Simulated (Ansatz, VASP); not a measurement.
AlN: VASP beside Ansatz

Contents of INCAR:

```
ALGO = Normal
EDIFF = 1E-8
ENCUT = 520
GGA = PS
ISIF = 2
ISMEAR = -1
LASPH = True
LCHARG = False
LEFG = True
LREAL = False
LWAVE = False
NBANDS = 16
NELM = 100
PREC = Accurate
SIGMA = 0.02
```

KPOINTS

```
k-points
0
Gamma
  11 11 6
```

POSCAR

```
AlN
1.0
    3.1110021516      0.0000000000      0.0000000000
   -1.5555010758      2.6942068945      0.0000000000
    0.0000000000      0.0000000000      5.1273400000
Al N
2 2
Direct
    0.3333333333      0.6666666667      0.0000000000
    0.6666666667      0.3333333333      0.5000000000
    0.3333333333      0.6666666667      0.3850000000
    0.6666666667      0.3333333333      0.8850000000
```

Input for Ansatz:

```yaml
crystal:
  lattice:
    - [3.1110021516, 0.0, 0.0]
    - [-1.5555010758, 2.6942068945, 0.0]
    - [0.0, 0.0, 5.12734]
  atoms:
    - { symbol: Al, position: [0.3333333333, 0.6666666667, 0.0] }
    - { symbol: Al, position: [0.6666666667, 0.3333333333, 0.5] }
    - { symbol: "N", position: [0.3333333333, 0.6666666667, 0.385] }
    - { symbol: "N", position: [0.6666666667, 0.3333333333, 0.885] }
kpoints:
  mp_grid: { grid: [11, 11, 6] }
scf:
  occupations: { method: fermi_dirac, width: 0.02 }
hamiltonian:
  xc: pbesol
  pseudopotentials: { kind: all_electron, datasets: crystal }
output:
  forces: true
  stress: true
  eigenvalues: true
  efg: { contact_densities: true }
```

Change from the starting cell: zz strain of +3 %, crystal datasets.

Alike in both runs: task electric field gradients; functional PBEsol; k mesh 11 × 11 × 6; occupations fermi-dirac, width 0.02 eV; no spin polarisation.

```csv
,VASP,Ansatz
version,VASP 6.6.1,Ansatz 0.2.0
potentials or method,"VASP PAW PBE potentials, release 64 (Al, N), cutoff 520 eV","all-electron PAW with datasets made for the crystal, scalar-relativistic"
```

```csv
,VASP,Ansatz,Ansatz less VASP
gap on the k mesh at the Fermi level (eV),3.89,3.89,-0.006
pressure (GPa),-4.5,-4.6,-0.08
"traceless stress, the component that is largest in VASP (GPa)",-7.74,-7.62,+0.125
rms of the force components (eV/Å),0.244,0.241,-0.0033
size of Vzz on the site where it differs most (V/Å²),14.7,13.9,-0.80
```

VASP's potentials were made for PBE, not for PBEsol. Atom by atom the forces differ by 0.003 eV/Å (rms over components). Ansatz ran all-electron here, and VASP with PAW potentials.
